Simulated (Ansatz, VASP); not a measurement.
## ZnS in VASP and in Ansatz

```
Zn S
1.0
     3.89069    0.00000    0.00000
    -1.94535    3.29562    0.00000
     0.00000    0.00000    6.24399
Zn S
2 2
Direct
  0.33344 0.66687 0.99938
  0.66656 0.33313 0.49938
  0.33043 0.66085 0.37562
  0.66957 0.33915 0.87562
```

Change from the starting cell: uniaxial_x strain +2.2%.

Alike in both runs: task single point; functional PBE; k mesh 12 × 12 × 4; occupations fermi-dirac, width 0.02 eV; no spin polarisation.

|  | VASP | Ansatz |
| --- | --- | --- |
| version | VASP 6.6.1 | Ansatz 0.2.0 |
| potentials or method | VASP PAW PBE potentials, release 64 (Zn, S) | plane waves, PAW |
| plane-wave cutoff (eV) | 500 | 420 |
| valence electrons in the cell | 36 | 36 |

|  | VASP | Ansatz | Ansatz less VASP |
| --- | --- | --- | --- |
| gap on the k mesh at the Fermi level (eV) | 2.10 | 2.10 | -0.004 |
| pressure (GPa) | 0.7 | 0.6 | -0.14 |
| traceless stress, the component that is largest in VASP (GPa) | -1.05 | -1.04 | +0.002 |

With one functional, cell and mesh, what is left measures potentials, basis and numerics.
